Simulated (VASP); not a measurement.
# W (P6/mmm) in VASP: a series of runs, part 2 of 2

VASP 6.6.1. Earlier steps stand in the parts before.

### 5 Single point, PBE (14.88 Å³/atom)

This run uses another cell than the first one, of 14.88 Å³/atom.

INCAR reads:

```
SYSTEM = W
PREC     = Accurate       ! precision mode
ENCUT    = 520            ! plane-wave cutoff, eV
EDIFF    = 1E-6           ! SCF threshold, eV
ISMEAR   = -1             ! smearing method
SIGMA    = 0.08           ! smearing width, eV
LREAL    = .False.        ! projectors in reciprocal space
LASPH    = .True.         ! aspherical terms in the spheres
NELM     = 60             ! most SCF steps
ALGO     = Normal         ! electronic algorithm
ISIF     = 2              ! what is computed and relaxed
LWAVE    = .False.        ! write WAVECAR
LCHARG   = .False.        ! write CHGCAR
GGA      = PE             ! functional
NBANDS   = 13             ! bands
```

KPOINTS reads:

```
regular mesh
0
Gamma
  18 18 16
  0 0 0
```

POSCAR reads:

```
W
1.0
    2.6485176256      0.0000000000      0.0000000000
   -1.3242588128      2.2936835462      0.0000000000
    0.0000000000      0.0000000000      2.4495010592
W
1
Direct
    0.0000000000      0.0000000000      0.0000000000
```

Potentials or basis: VASP PAW PBE potentials, release 64 (W_sv).

Launch:

```
cat potpaw_PBE.64/W_sv/POTCAR > POTCAR
mpirun -np 1 vasp_std > vasp.out
```

OUTCAR:

```text
SYSTEM = W
   PREC = Accurate
   ENCUT = 520
   EDIFF = 1E-6
   ISMEAR = -1
   LREAL = .False.
   LASPH = .True.
   NELM = 60
   ISIF = 2
   GGA = PE

 ion  position               nearest neighbor table
   1  0.000  0.000  0.000-

  LATTYP: Found a hexagonal cell.
 ALAT       =     2.6485176256
 C/A-ratio  =     0.9248573751

  Lattice vectors:

 A1 = (   2.6485176256,   0.0000000000,   0.0000000000)
[... 563 lines left out ...]
     12      25.5538      0.00000
     13      30.5185      0.00000

 [... further k-points ...]

------------------------ aborting loop because EDIFF is reached ----------------------------------------

  FORCE on cell =-STRESS in cart. coord.  units (eV):
  Direction    XX          YY          ZZ          XY          YZ          ZX
  --------------------------------------------------------------------------------------
  -------------------------------------------------------------------------------------
  Total        4.9550567      4.9550567      5.1011742      0.0000000      0.0000000      0.0000000
  in kB      533.5132500    533.5132500    549.2457896      0.0000000      0.0000000      0.0000000
  external PRESSURE =     538.7574299 kB  Pullay stress =       0.0000000 kB

 VOLUME and BASIS-vectors are now :
 -----------------------------------------------------------------------------
  energy-cutoff  :      520.00
  volume of cell :       14.88
      direct lattice vectors                 reciprocal lattice vectors
     2.648517626  0.000000000  0.000000000     0.377569698  0.217989967  0.000000000
    -1.324258813  2.293683546  0.000000000     0.000000000  0.435979934  0.000000000
     0.000000000  0.000000000  2.449501059     0.000000000  0.000000000  0.408246404

 POSITION                                       TOTAL-FORCE (eV/Angst)
 -----------------------------------------------------------------------------------
      0.00000      0.00000      0.00000         0.000000      0.000000      0.000000
 -----------------------------------------------------------------------------------
    total drift:                               -0.000000     -0.000000     -0.000000

  FREE ENERGIE OF THE ION-ELECTRON SYSTEM (eV)
  ---------------------------------------------------
  free  energy   TOTEN  =       -11.3961853546 eV

  energy  without entropy=      -11.3796525880  energy(sigma->0) =      -11.38791897
```

OSZICAR:

```text
N       E                     dE             d eps       ncg     rms          rms(c)
DAV:   1     0.871675334379E+02    0.87168E+02   -0.75101E+03  8714   0.124E+03
DAV:   2    -0.101690759869E+02   -0.97337E+02   -0.93268E+02  9563   0.319E+02
DAV:   3    -0.117648272039E+02   -0.15958E+01   -0.15896E+01  9923   0.398E+01
DAV:   4    -0.117711713716E+02   -0.63442E-02   -0.63440E-02  9803   0.275E+00
DAV:   5    -0.117712222596E+02   -0.50888E-04   -0.50887E-04 10138   0.234E-01    0.240E+01
DAV:   6    -0.114822212835E+02    0.28900E+00   -0.22231E-01  9068   0.619E+00    0.112E+01
DAV:   7    -0.113990454061E+02    0.83176E-01   -0.13871E-01  9548   0.468E+00    0.513E-01
DAV:   8    -0.113962012825E+02    0.28441E-02   -0.50530E-03  8968   0.959E-01    0.305E-02
DAV:   9    -0.113961862466E+02    0.15036E-04   -0.65737E-05 10258   0.106E-01    0.391E-02
DAV:  10    -0.113961857129E+02    0.53370E-06   -0.14429E-05  9643   0.458E-02    0.125E-02
DAV:  11    -0.113961853546E+02    0.35823E-06   -0.31725E-07  5719   0.626E-03
   1 F= -.11396185E+02 E0= -.11387919E+02  d E =-.165328E-01
```

It took 87 s on 1 thread of AMD EPYC 7R13, shared host; peak memory 0.14 GiB.

What came out:

```
Free energy            : -11.3962 eV
Pressure               : 53.9 GPa
Band gap on the k mesh : zero (bands 7 and 8 overlap by 2.08 eV)
```

Stress tensor (GPa, compression positive):
```
53.35  0.00  0.00
 0.00 53.35  0.00
 0.00  0.00 54.92
```

Caveat: the cell stands under pressure; spin-orbit coupling is left out, which moves the levels of the heavy elements.

### 6 Single point, PBE (16.63 Å³/atom)

This run uses another cell than the first one, of 16.63 Å³/atom.

INCAR reads:

```
ALGO = Normal
EDIFF = 1E-6
ENCUT = 520
GGA = PE
ISIF = 2
ISMEAR = -1
LASPH = True
LCHARG = False
LREAL = False
LWAVE = False
NBANDS = 13
NELM = 80
PREC = Accurate
SIGMA = 0.08
```

KPOINTS reads:

```
k-points
0
Gamma
  18 18 16
```

POSCAR reads:

```
W
1.0
    2.7427625359      0.0000000000      0.0000000000
   -1.3713812679      2.3753020326      0.0000000000
    0.0000000000      0.0000000000      2.5527696551
W
1
Direct
    0.0000000000      0.0000000000      0.0000000000
```

Potentials or basis: VASP PAW PBE potentials, release 64 (W_sv).

Launch:

```
cat potpaw_PBE.64/W_sv/POTCAR > POTCAR
mpirun -np 1 vasp_std > vasp.out
```

It took 91 s on 1 thread of AMD EPYC 7R13, shared host; peak memory 0.15 GiB.

The run converged. Its results:

```yaml
Free_energy: -11.7504 eV
Pressure: 14.1 GPa
Band_gap_on_the_k_mesh: zero (bands 7 and 8 overlap by 1.89 eV)
```

Stress tensor (GPa, compression positive):
```
13.82  0.00  0.00
 0.00 13.82  0.00
 0.00  0.00 14.50
```

Levels at points of the mesh, in eV from the Fermi level:
```csv
k point,band 3,band 4,band 5,band 6,band 7,band 8,band 9,band 10,band 11,band 12
"(0.00, 0.00, 0.00)",-37.58,-37.51,-9.19,-4.74,-0.86,-0.86,5.30,5.30,12.58,15.35
"(0.50, 0.00, 0.00)",-37.89,-37.37,-5.94,-3.83,0.09,1.39,4.45,5.60,9.87,12.81
"(0.00, 0.00, 0.50)",-37.43,-37.43,-5.48,-0.86,0.14,0.14,1.13,1.13,10.68,15.85
"(0.50, 0.00, 0.50)",-38.64,-37.71,-5.89,-3.96,-0.40,5.63,6.07,6.35,7.62,15.79
```

Caveat: the cell stands under pressure; spin-orbit coupling is left out, which moves the levels of the heavy elements.

### 7 Summary

```tsv
cell	gap on the mesh (eV)	pressure (GPa)
a = 2.422, b = 2.422, c = 2.241 Å, angles 90.0, 90.0, 120.0°, 1 atom	none	248.7
a = 2.542, b = 2.542, c = 2.347 Å, angles 90.0, 90.0, 120.0°, 1 atom	none	123.3
a = 2.649, b = 2.649, c = 2.450 Å, angles 90.0, 90.0, 120.0°, 1 atom	none	53.9
a = 2.743, b = 2.743, c = 2.553 Å, angles 90.0, 90.0, 120.0°, 1 atom	none	14.1
```

Alike in all rows: task single point; level PBE; potentials or basis VASP PAW PBE potentials, release 64 (W_sv); no spin polarisation; k mesh 18 × 18 × 16; cutoff (eV) 520; smearing fermi-dirac 0.08 eV.

Caveats: the cell stands under pressure; spin-orbit coupling is left out, which moves the levels of the heavy elements.

Absolute energies hang on the potentials; compare differences alone.
